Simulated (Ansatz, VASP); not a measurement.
**NbAl2 in VASP and in Ansatz**

```
Al Nb
1.0
    -3.03552    3.03552    2.52677
     3.03552   -3.03552    2.52677
     3.03552    3.03552   -2.52677
Al Nb
4 2
Direct
  0.66700 0.16700 0.83400
  0.16700 0.33300 0.50000
  0.33300 0.83300 0.16600
  0.83300 0.66700 0.50000
  0.25000 0.25000 0.00000
  0.75000 0.75000 0.00000
```

Alike in both runs: task relaxation of cell and atoms; functional PBE; k mesh 4 × 4 × 4; occupations gaussian, width 0.1 eV; no spin polarisation.

```csv
,VASP,Ansatz
version,VASP 6.6.1,Ansatz 0.2.0
potentials or method,"VASP PAW PBE potentials, release 64 (Al, Nb_sv), cutoff 600 eV","scalar-relativistic, plane waves, PAW"
valence electrons in the cell,38,38
```

Ansatz gave:

| Item | Value |
| --- | --- |
| gap on the k mesh at the Fermi level, each at its own relaxed structure (eV) | none |
| relaxed volume (Å³/atom) | 21.29 |
| relaxed cell length with the largest relative difference (Å) | 5.534 |

Question: Estimate VASP's values.

Answer: gap on the k mesh at the Fermi level, each at its own relaxed structure (eV): none; relaxed volume (Å³/atom): 19.41; relaxed cell length with the largest relative difference (Å): 5.451.

A gap of «none» marks a metal or a gap that the smearing closes. One of these differences is far larger than is usual between the two programs; its cause wasn't traced.

The k mesh is coarse, so the values compare programs but aren't converged. Noted on VASP's run: the volume moved by over 15 % at a fixed basis, so the end points are rough.
